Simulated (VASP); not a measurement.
Input of a VASP 6.6.1 run:

The input POSCAR:

```
ZrB
1.0
    0.0000000000      2.4477473695      2.4477473695
    2.4477473695      0.0000000000      2.4477473695
    2.4477473695      2.4477473695      0.0000000000
Zr B
1 1
Direct
    0.0000000000      0.0000000000      0.0000000000
    0.5000000000      0.5000000000      0.5000000000
```

File INCAR.step1:

```
SYSTEM = ZrB
ALGO = Normal
EDIFF = 1E-5
ENCUT = 520
GGA = PE
ISIF = 2
ISMEAR = -1
LASPH = .TRUE.
LCHARG = .FALSE.
LREAL = .FALSE.
LWAVE = .TRUE.
NBANDS = 14
NELM = 60
PREC = Accurate
SIGMA = 0.05
```

The input INCAR.step2:

```
SYSTEM = ZrB
AEXX = 0.25
ALGO = Normal
EDIFF = 1E-7
ENCUT = 520
GGA = PE
HFSCREEN = 0.3
ISIF = 2
ISMEAR = -1
ISTART = 1
LASPH = .TRUE.
LCHARG = .FALSE.
LHFCALC = .TRUE.
LREAL = .FALSE.
LWAVE = .FALSE.
NBANDS = 14
NELM = 60
PREC = Accurate
PRECFOCK = Normal
SIGMA = 0.05
```

Contents of KPOINTS:

```
k-points
0
G
  5 5 5
  0 0 0
```

Potentials or basis: VASP PAW PBE potentials, release 64 (Zr_sv, B).

Command:

```bash
$ cat potpaw_PBE.64/Zr_sv/POTCAR potpaw_PBE.64/B/POTCAR > POTCAR
$ cp INCAR.step1 INCAR
$ mpirun -np 1 vasp_std > vasp.out
$ cp INCAR.step2 INCAR
$ mpirun -np 1 vasp_std > vasp.out
```

(1) Estimate the pressure.

(2) Estimate the band gap on the k mesh.

Results:

(1) 0.1 GPa.

(2) zero (an odd number of electrons rules out a gap without spin polarisation).

Caveat: the k points lie up to 0.44 Å⁻¹ apart, too coarse for converged energies and pressures of a metal; the PAW data sets were made with another functional, which shifts forces and pressure a little.
